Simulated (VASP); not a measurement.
Runs of VASP 6.6.1 on Co3F. The structure is that of space group Pm-3m (No. 221), or close to it. The cells are those of the table. 

| task | cell | k mesh | cutoff (eV) | gap on the mesh (eV) | pressure (GPa) | moment (μB) |
| --- | --- | --- | --- | --- | --- | --- |
| single point | a = 3.414 Å, 4 atoms | 6 × 6 × 6 | 520 | none | 31.0 | 6.25 |
| relaxation of cell and atoms | relaxed from a = 3.414 Å, 4 atoms | 6 × 6 × 6 | 600 | none | 0.0 | 6.25 |
| single point | a = 3.610 Å, 4 atoms | 14 × 14 × 14 | 520 | none | -0.5 | 6.30 |
| single point | a = 3.606 Å, 4 atoms | 6 × 6 × 6 | 520 | none | (a) | 6.25 |

Alike in all rows: level PBE; potentials or basis VASP PAW PBE potentials, release 64 (Co, F); spin collinear, ferromagnetic start; smearing gaussian 0.1 eV.

Question: Estimate the missing entries.

Answer: (a) -0.4.

Caveats: the cell stands under pressure (at least some runs).

A gap of «none» marks levels without a gap at the run's occupations.
